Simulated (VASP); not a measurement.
A run of VASP 6.6.1 is set up as follows.

File INCAR:

```
PREC = Accurate ; ENCUT = 520
EDIFF = 1E-7 ; ISMEAR = 0
SIGMA = 0.05 ; LREAL = False
LASPH = True ; NELM = 100
ALGO = Normal ; ISIF = 2
LWAVE = False ; LCHARG = False
GGA = PE ; IVDW = 12
NBANDS = 28
```

The input KPOINTS:

```
regular mesh
0
Gamma
  8 8 6
```

POSCAR

```
PbSe
1.0
    4.2709919997      0.0000000000      0.0000000000
   -2.1354959999      3.6987875711      0.0000000000
    0.0000000000      0.0000000000      7.6440140151
Pb Se
2 2
Direct
    0.3333333333      0.6666666667      0.2500000000
    0.6666666667      0.3333333333      0.7500000000
    0.0000000000      0.0000000000      0.0000000000
    0.0000000000      0.0000000000      0.5000000000
```

Potentials or basis: VASP PAW PBE potentials, release 64 (Pb_d, Se).

The run is started by

```bash
$ cat potpaw_PBE.64/Pb_d/POTCAR potpaw_PBE.64/Se/POTCAR > POTCAR
$ mpirun -np 1 vasp_std > vasp.out
```

**Question.** Estimate the dispersion energy per atom.

**Answer.** -0.348 eV.

**Question.** What does it give for the band gap on the k mesh?

**Answer.** 0.21 eV (least direct gap 0.27 eV).

**Question.** What does it give for the pressure?

**Answer.** -1.8 GPa.

Stress tensor (GPa, compression positive):
```
-1.85  0.00  0.00
 0.00 -1.85  0.00
 0.00  0.00 -1.74
```

Caveat: three body term missing; spin-orbit coupling is left out, which moves the levels of the heavy elements. A k mesh can miss the band edges.
